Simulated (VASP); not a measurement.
# H4C3O2 in VASP: further runs

The runs below take H4C3O2 through single point, with PBE.

Everything below comes from runs of VASP 6.6.1. Logs are shortened: lines on timing, memory, paths and dates and some standing lists are left out, and cuts for length are marked.

### Step 1. The cell of the first run

The cell holds a disordered packing, 36 atoms: a = 8.668 Å, b = 8.668 Å, c = 8.668 Å, α = 90.00°, β = 90.00°, γ = 90.00°.

### Step 2. Single point, PBE

Input file INCAR:

```
PREC = Accurate
ENCUT = 520
EDIFF = 1E-6
ISMEAR = -1
SIGMA = 0.05
LREAL = Auto
LASPH = T
NELM = 100
ALGO = Normal
ISIF = 2
LWAVE = F
LCHARG = F
GGA = PE
NBANDS = 80
```

Input file KPOINTS:

```
regular mesh
0
Gamma
  1 1 1
```

Input file POSCAR:

```
H4C3O2
1.0
    8.6677180000      0.0000000000      0.0000000000
    0.0000000000      8.6677180000      0.0000000000
    0.0000000000      0.0000000000      8.6677180000
C O H
12 8 16
Direct
    0.4699737578      1.0282406511      0.9157773707
    0.5571016501      0.2510464692      0.4585289923
    0.9238187029      0.4597288467      0.1180241443
    0.9074360749      0.4184377018      0.6573933301
    0.4800802241      0.6936427789      0.3195650805
    0.3547300454      0.7138787856      0.2434089342
    0.8989217231      0.9736934220      0.8928301544
    0.8924955796      0.8596264899      0.7882582244
    0.1996142468      0.0555624906      0.5263323057
    0.1549542798      0.1365065176      0.4070390846
    0.3887182301      0.3494460710      0.8819160937
    0.5332199317      0.3676630919      0.9240379071
    0.4505222713      1.0223913607      1.0502072172
    0.4802071318      1.0201647077      0.7789593524
    0.6437219116      0.1508124745      0.4663741945
    0.4723273184      0.3522841883      0.4414079923
    0.8315222069      0.5422073030      0.0673418309
    1.0130578775      0.3824651425      0.1755479355
    0.9848382239      0.3758890172      0.7615383888
    0.8216580189      0.4635591513      0.5557518138
    0.4810724114      0.7181821098      0.4396197477
    0.5867288253      0.6505749264      0.2762895609
    0.2605991565      0.7537162607      0.3136927159
    0.3524341701      0.6689650032      0.1225466726
    0.9419203532      0.9367402124      1.0000094604
    0.8391597419      1.0802497266      0.9017252292
    0.9493848323      0.7532893894      0.8155664501
    0.8266997150      0.8725595364      0.6849207600
    0.1608497185      0.0816708619      0.6441257088
    0.2784585285     -0.0441177251      0.5161566170
    0.0758215715      0.2253188209      0.4264098117
    0.1995450244      0.1103981463      0.2951641943
    0.3507612961      0.3597486674      0.7639380977
    0.2944488965      0.3164616108      0.9691939678
    0.6338346494      0.3745276438      0.8469241847
    0.5553364796      0.3535301910      1.0514878311
```

Potentials or basis: VASP PAW PBE potentials, release 64 (C, O, H).

Command:

```bash
$ cat potpaw_PBE.64/C/POTCAR potpaw_PBE.64/O/POTCAR potpaw_PBE.64/H/POTCAR > POTCAR
$ mpirun -np 1 vasp_gam > vasp.out
```

OUTCAR:

```text
PREC = Accurate
   ENCUT = 520
   EDIFF = 1E-6
   ISMEAR = -1
   LREAL = Auto
   LASPH = T
   NELM = 100
   ISIF = 2
   GGA = PE

 ion  position               nearest neighbor table
   1  0.470  0.028  0.916-  13 1.18  14 1.19
   2  0.557  0.251  0.459-  15 1.15  16 1.15
   3  0.924  0.460  0.118-  18 1.14  17 1.16
   4  0.907  0.418  0.657-  19 1.18  20 1.22
   5  0.480  0.694  0.320-  21 1.06  22 1.07   6 1.28
   6  0.355  0.714  0.243-  23 1.08  24 1.12   5 1.28
   7  0.899  0.974  0.893-  25 1.05  26 1.06   8 1.34
   8  0.892  0.860  0.788-  28 1.07  27 1.07   7 1.34
   9  0.200  0.056  0.526-  29 1.10  30 1.11  10 1.31
  10  0.155  0.137  0.407-  31 1.04  32 1.07   9 1.31
  11  0.389  0.349  0.882-  33 1.08  34 1.15  12 1.31
  12  0.533  0.368  0.924-  35 1.10  36 1.13  11 1.31
  13  0.451  0.022  0.050-   1 1.18
  14  0.480  0.020  0.779-   1 1.19
  15  0.644  0.151  0.466-   2 1.15
  16  0.472  0.352  0.441-   2 1.15
  17  0.832  0.542  0.067-   3 1.16
[... 17 lines left out ...]
  35  0.634  0.375  0.847-  12 1.10
  36  0.555  0.354  0.051-  12 1.13

  LATTYP: Found a simple cubic cell.
 ALAT       =     8.6677180000

  Lattice vectors:

 A1 = (   8.6677180000,   0.0000000000,   0.0000000000)
 A2 = (   0.0000000000,   8.6677180000,   0.0000000000)
 A3 = (   0.0000000000,   0.0000000000,   8.6677180000)

Analysis of symmetry for initial positions (statically):
=====================================================================
 Subroutine PRICEL returns:
 Original cell was already a primitive cell.

 Routine SETGRP: Setting up the symmetry group for a
 simple cubic supercell.

 Subroutine GETGRP returns: Found  1 space group operations
 (whereof  1 operations were pure point group operations)
 out of a pool of 48 trial point group operations.

The static configuration has the point symmetry C_1 .

Analysis of symmetry for dynamics (positions and initial velocities):
=====================================================================
 Subroutine PRICEL returns:
 Original cell was already a primitive cell.

 Routine SETGRP: Setting up the symmetry group for a
 simple cubic supercell.

 Subroutine GETGRP returns: Found  1 space group operations
 (whereof  1 operations were pure point group operations)
 out of a pool of 48 trial point group operations.

[... 140 lines left out ...]
   LSORBIT =      F    spin-orbit coupling
   LASPH  =      T    aspherical Exc in radial PAW
   ENCUT  =  520.0 eV  38.22 Ry    6.18 a.u.  16.12 16.12 16.12*2*pi/ulx,y,z
   NELM   =    100;   NELMIN=  2; NELMDL= -5     # of ELM steps
   EDIFF  = 0.1E-05   stopping-criterion for ELM
   LREAL  =      T    real-space projection
   EDIFFG = 0.1E-04   stopping-criterion for IOM
   NSW    =      0    number of steps for IOM
[... 5 lines left out ...]
   TEBEG  =    0.0;   TEEND  =   0.0 temperature during run
   PSTRESS=    0.0 pullay stress
   NELECT =     112.0000    total number of electrons
   NUPDOWN=      -1.0000    fix difference up-down
   EMIN   =  10.00;   EMAX   =-10.00  energy-range for DOS
   EFERMI =   0.00;   METHOD = LEGACY
   ISMEAR =    -1;   SIGMA  =   0.05  broadening in eV -4-tet -1-fermi 0-gaus
   EFERMI_NEDOS =   21; number of points for ismear=-14 and -15
   IALGO  =     38    algorithm
   IMIX   =      4    mixing-type and parameters
     AMIX     =   0.40;   BMIX     =  1.00
     AMIX_MAG =   1.60;   BMIX_MAG =  1.00
  volume/ion in A,a.u.               =      18.09       122.07
  Fermi-wavevector in a.u.,A,eV,Ry     =   0.910422  1.720448 11.277436  0.828868
  Thomas-Fermi vector in A             =   2.034582
   LORBIT       =      0    0 simple, 1 ext, 2 COOP (PROOUT), +10 PAW based schemes
   GGA     = PE    functional components
   LHFCALC =     F    Hartree Fock is set to
   AEXX    =    0.0000 exact exchange contribution
   IVDW    =     0    specifies the selected vdW correction
   LEPSILON=     F    determine dielectric tensor
   LRPA    =     F    only Hartree local field effects (RPA)
 non-spin polarized calculation
  energy-cutoff  :      520.00
  volume of cell :      651.20
 maximum number of plane-waves:      8731
   NGX = 33   NGY = 33   NGZ = 33

 number of electron     112.0000029 magnetization

 Free energy of the ion-electron system (eV)
  ---------------------------------------------------
  ext. energy  EPLUGINS =         0.00000000
  ---------------------------------------------------
  free energy    TOTEN  =      -218.72445302 eV

  energy without entropy =     -218.72445302  energy(sigma->0) =     -218.72445302

 E-fermi :  -2.7023     XC(G=0):  -5.6059

 val. band max:       -3.9688791389   @ k =   0.0000   0.0000   0.0000
 cond. band min:       0.6798092341   @ k =   0.0000   0.0000   0.0000
 fundamental gap:      4.6486883729
 Fermi energy:        -2.7023244437

 k-point     1 :       0.0000    0.0000    0.0000
  band No.  band energies     occupation
      1     -27.0179      2.00000
      2     -26.7305      2.00000
      3     -26.4977      2.00000
      4     -26.0745      2.00000
      5     -25.9289      2.00000
      6     -25.5228      2.00000
[... 60 lines left out ...]
     67       2.3304      0.00000
     68       2.4042      0.00000
 [bands above 68 left out]

------------------------ aborting loop because EDIFF is reached ----------------------------------------

  FORCE on cell =-STRESS in cart. coord.  units (eV):
  Direction    XX          YY          ZZ          XY          YZ          ZX
  --------------------------------------------------------------------------------------
  -------------------------------------------------------------------------------------
  Total       11.0990875      9.1028335      2.0330465     -7.8506246     -2.9673617      6.4308351
  in kB       27.3076003     22.3961240      5.0019987    -19.3152563     -7.3007378     15.8220823
  external PRESSURE =      18.2352410 kB  Pullay stress =       0.0000000 kB

 VOLUME and BASIS-vectors are now :
 -----------------------------------------------------------------------------
  energy-cutoff  :      520.00
  volume of cell :      651.20
      direct lattice vectors                 reciprocal lattice vectors
     8.667718000  0.000000000  0.000000000     0.115370620  0.000000000  0.000000000
     0.000000000  8.667718000  0.000000000     0.000000000  0.115370620  0.000000000
     0.000000000  0.000000000  8.667718000     0.000000000  0.000000000  0.115370620

 POSITION                                       TOTAL-FORCE (eV/Angst)
 -----------------------------------------------------------------------------------
      4.07360      0.24478      7.93770        -0.402498     -0.692785     -1.085044
      4.82880      2.17600      3.97440        -0.284212      0.300540     -0.406303
      8.00740      3.98480      1.02300        -1.535166      1.523233     -0.593704
      7.86540      3.62690      5.69810        -1.846858      0.900403     -1.593485
      4.16120      6.01230      2.76990         2.233344     -0.231039      1.486455
      3.07470      6.18770      2.10980        -1.499185     -0.715586     -2.108434
[... 28 lines left out ...]
      5.49390      3.24630      7.34090        -0.432663      0.420905      0.135163
      4.81350      3.06430      0.44628         0.262500      0.213063     -1.053429
 -----------------------------------------------------------------------------------
    total drift:                                0.025202      0.001834     -0.012662

  FREE ENERGIE OF THE ION-ELECTRON SYSTEM (eV)
  ---------------------------------------------------
  free  energy   TOTEN  =      -218.7244530250 eV

  energy  without entropy=     -218.7244530249  energy(sigma->0) =     -218.72445302
```

OSZICAR:

```text
N       E                     dE             d eps       ncg     rms          rms(c)
DAV:   1     0.900390777259E+03    0.90039E+03   -0.55109E+04   168   0.122E+03
DAV:   2    -0.119402104244E+03   -0.10198E+04   -0.96035E+03   200   0.286E+02
DAV:   3    -0.239703429405E+03   -0.12030E+03   -0.11946E+03   192   0.104E+02
DAV:   4    -0.242570817738E+03   -0.28674E+01   -0.28422E+01   200   0.184E+01
DAV:   5    -0.242648766947E+03   -0.77949E-01   -0.77650E-01   208   0.286E+00    0.278E+01
DAV:   6    -0.222359403794E+03    0.20289E+02   -0.43832E+01   184   0.211E+01    0.136E+01
DAV:   7    -0.219439905581E+03    0.29195E+01   -0.79052E+00   192   0.843E+00    0.717E+00
DAV:   8    -0.218806399529E+03    0.63351E+00   -0.10502E+00   200   0.361E+00    0.249E+00
DAV:   9    -0.218730007261E+03    0.76392E-01   -0.16409E-01   200   0.154E+00    0.516E-01
DAV:  10    -0.218729010380E+03    0.99688E-03   -0.23645E-02   200   0.581E-01    0.277E-01
DAV:  11    -0.218725797078E+03    0.32133E-02   -0.84375E-03   176   0.402E-01    0.819E-02
DAV:  12    -0.218724985679E+03    0.81140E-03   -0.22681E-03   216   0.186E-01    0.556E-02
DAV:  13    -0.218724581316E+03    0.40436E-03   -0.49761E-04   184   0.104E-01    0.292E-02
DAV:  14    -0.218724495837E+03    0.85479E-04   -0.15759E-04   200   0.530E-02    0.149E-02
DAV:  15    -0.218724463109E+03    0.32728E-04   -0.44967E-05   208   0.303E-02    0.778E-03
DAV:  16    -0.218724456078E+03    0.70308E-05   -0.12157E-05   176   0.139E-02    0.415E-03
DAV:  17    -0.218724453338E+03    0.27403E-05   -0.19589E-06   152   0.636E-03    0.196E-03
DAV:  18    -0.218724453025E+03    0.31317E-06   -0.73718E-07   128   0.370E-03
   1 F= -.21872445E+03 E0= -.21872445E+03  d E =-.425198E-10
```

stdout:

```text
POSCAR found type information on POSCAR C O H
 POSCAR found :  3 types and      36 ions
 scaLAPACK will be used
 LDA part: xc-table for (Slater+PW92), standard interpolation
 POSCAR, INCAR and KPOINTS ok, starting setup
 FFT: planning ... GRIDC
 FFT: planning ... GRID_SOFT
 FFT: planning ... GRID
 WAVECAR not read
 entering main loop
```

Wall time 54 s (1 thread of Intel Xeon Platinum 8488C (Sapphire Rapids), shared host); peak memory 0.54 GiB.

Results:

- Free energy: -218.7245 eV
- Pressure: 1.8 GPa
- Largest force: 4.240 eV/Å
- Band gap on the k mesh: 4.65 eV

Forces on the atoms (eV/Å):
```
C   -0.402 -0.693 -1.085
C   -0.284  0.301 -0.406
C   -1.535  1.523 -0.594
C   -1.847  0.900 -1.593
C    2.233 -0.231  1.486
C   -1.499 -0.716 -2.108
C   -0.365 -1.672 -0.244
C   -0.316  1.488  0.544
C    0.729 -1.318  1.489
C    0.462 -0.571 -0.203
C   -2.076 -0.334  0.575
C    1.130 -0.593  1.835
O    0.273  0.246 -0.161
O    0.167  0.159  1.232
O    1.901 -2.237  0.426
O   -1.588  1.861 -0.014
O   -1.359  1.186 -1.002
O    2.934 -2.620  1.583
O   -0.360  0.255 -0.787
O    2.255 -1.113  2.359
H    0.204  0.372  1.128
H    0.704 -0.379 -0.588
H   -1.016  0.222 -0.535
H   -0.644  0.752  0.601
H    1.115 -0.036  1.463
H   -0.493  0.950 -0.731
H    0.213 -0.620 -0.086
H   -0.163 -0.098 -0.918
H   -0.025 -0.114 -0.215
H   -0.148  0.391  0.031
H   -1.024  1.431 -0.238
H   -0.002  0.045 -0.866
H   -0.132 -0.074 -0.496
H    1.130  0.701 -0.961
H   -0.433  0.421  0.135
H    0.263  0.213 -1.053
```

Stress tensor (GPa, compression positive):
```
 2.73 -1.93  1.58
-1.93  2.24 -0.73
 1.58 -0.73  0.50
```

Caveat: the k points lie up to 0.72 Å⁻¹ apart.

(Part 1 of 3 ends here.)
